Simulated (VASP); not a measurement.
GaN, 4 atoms in the cell. It takes space group P6_3mc (No. 186, hexagonal). Conventional cell: a = 3.196 Å, b = 3.196 Å, c = 5.114 Å, α = 90.00°, β = 90.00°, γ = 120.00°. Within 2.6 Å of Ga (site symmetry 3m) lie 4 N at 1.94 Å. Within 2.6 Å of N (site symmetry 3m) lie 4 Ga at 1.94 Å. 

```yaml
Program: VASP 6.6.1
Task: relaxation of cell and atoms
Functional: PBEsol
Potentials_or_basis: VASP PAW PBE potentials, release 64 (Ga_d, N)
Cutoff: 600 eV
k_mesh: 12 × 12 × 6
Occupations: gaussian, width 0.02 eV
Spin: no spin polarisation
Dipole_correction: no
Further_INCAR_settings: ALGO = Normal; EDIFF = 1e-06; IBRION = 2; EDIFFG = -0.005; NSW = 100; ISIF = 3
```

Potentials or basis: VASP PAW PBE potentials, release 64 (Ga_d, N).

The run is started by

```bash
$ cat potpaw_PBE.64/Ga_d/POTCAR potpaw_PBE.64/N/POTCAR > POTCAR
$ mpirun -np 1 vasp_std > vasp.out
```

Hardware: 1 thread of Intel(R) Xeon(R) Platinum 8259CL CPU @ 2.50GHz (Skylake/Cascade Lake), on a shared host.

**Question.** Estimate the wall time of this run.

**Answer.** Run time: 4.5 min on 1 thread of Intel(R) Xeon(R) Platinum 8259CL CPU @ 2.50GHz (Skylake/Cascade Lake) (shared host), peak memory 0.23 GiB. Counts: scf iterations 39, k points 76, ion steps 5.
